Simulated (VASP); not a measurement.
Wanted: the native input for a VASP 6.6.1 run.

* Task: electric field gradients
* Functional: LDA
* Potentials or basis: VASP PAW LDA potentials, release 64 (Si)
* Cutoff: 520 eV
* k mesh: 11 × 11 × 11
* Occupations: fermi-dirac, width 0.08 eV
* Spin: no spin polarisation
* Dipole correction: no
* Further INCAR settings: ALGO = Normal; EDIFF = 1e-08; NBANDS = 11

The structure of Si lies in POSCAR:

```
Si
1.0
    0.0000000000      2.7154700000      2.6611606000
    2.7154700000      0.0000000000      2.6611606000
    2.7154700000      2.7154700000      0.0000000000
Si
2
Direct
    0.5000000000      0.5000000000      0.5000000000
    0.7500000000      0.7500000000      0.7500000000
```

This cell differs from its parent crystal: zz strain of -2 %.

The input as run:

INCAR

```
SYSTEM = Si
PREC = Accurate
ENCUT = 520
EDIFF = 1E-8
ISMEAR = -1
SIGMA = 0.08
LREAL = .False.
LASPH = .True.
NELM = 80
ALGO = Normal
ISIF = 2
LWAVE = .False.
LCHARG = .False.
GGA = CA
LEFG = .True.
NBANDS = 11
```

KPOINTS

```
regular mesh
0
Gamma
  11 11 11
  0 0 0
```

Potentials or basis: VASP PAW LDA potentials, release 64 (Si).

Command:

```bash
$ cat potpaw_LDA.64/Si/POTCAR > POTCAR
$ mpirun -np 1 vasp_std > vasp.out
```

It gave:

```json
{
 "Pressure": "0.4 GPa",
 "Band gap on the k mesh": "0.25 eV, indirect (least direct gap 2.39 eV)"
}
```

Caveat: the cell differs from its parent crystal (zz strain of -2 %); without QUAD_EFG the Cq values of the log hold for a quadrupole moment of 1 mb, not for the nuclei.

Wall time 16 s on 1 thread of Intel(R) Xeon(R) 6975P-C (Granite Rapids) (shared host), peak memory 0.16 GiB.
